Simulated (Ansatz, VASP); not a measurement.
One calculation of CsCl, two programs

The input INCAR:

```
SYSTEM = CsCl
ALGO = Normal
EDIFF = 1E-7
EDIFFG = -0.002
ENCUT = 500
GGA = RP
GGA_COMPAT = .False.
IBRION = 2
ISIF = 3
ISMEAR = 0
LASPH = .True.
LCHARG = .False.
LREAL = .False.
LWAVE = .False.
NELM = 120
NELMIN = 4
NSW = 100
PREC = Accurate
SIGMA = 0.01
```

File KPOINTS:

```
k-points
0
Gamma
  6 6 6
  0 0 0
```

The input POSCAR:

```
CsCl
1.0
    4.1230000000      0.0000000000      0.0000000000
    0.0000000000      4.1230000000      0.0000000000
    0.0000000000      0.0000000000      4.1230000000
Cs Cl
1 1
Direct
    0.0000000000      0.0000000000      0.0000000000
    0.5000000000      0.5000000000      0.5000000000
```

Input for Ansatz:

```yaml
crystal:
  lattice:
    - [4.123, 0.0, 0.0]
    - [0.0, 4.123, 0.0]
    - [0.0, 0.0, 4.123]
  atoms:
    - { symbol: Cs, position: [0.0, 0.0, 0.0] }
    - { symbol: Cl, position: [0.5, 0.5, 0.5] }
kpoints:
  mp_grid: { grid: [6, 6, 6] }
scf:
  occupations: { method: fixed }
  eigensolver: { kind: davidson }
hamiltonian:
  xc: rpbe
  pseudopotentials: { kind: paw }
relax:
  f_tol: 0.002
  max_steps: 80
  cell: {}
output:
  forces: true
  stress: true
```

Alike in both runs: task relaxation of cell and atoms; functional RPBE; k mesh 6 × 6 × 6; no spin polarisation.

```csv
,VASP,Ansatz
version,VASP 6.6.1,Ansatz 0.2.0
potentials or method,"VASP PAW PBE potentials, release 64 (Cs_sv, Cl)","PAW with Ansatz's default frozen-core files, scalar-relativistic"
plane-wave cutoff (eV),500,420
occupations,"gaussian, width 0.01 eV",fixed
valence electrons in the cell,16,16
```

VASP gave:

* relaxed volume (Å³/atom): 42.08
* relaxed cell length with the largest relative difference (Å): 4.382

Task: Which values does Ansatz return?

Result: Relaxed volume (Å³/atom): 42.21; relaxed cell length with the largest relative difference (Å): 4.387.

VASP's potentials were made for PBE, not for RPBE.

Neither program's run includes spin-orbit coupling. Noted on VASP's run: the volume moved by over 15 % at a fixed basis, so the end points are rough.
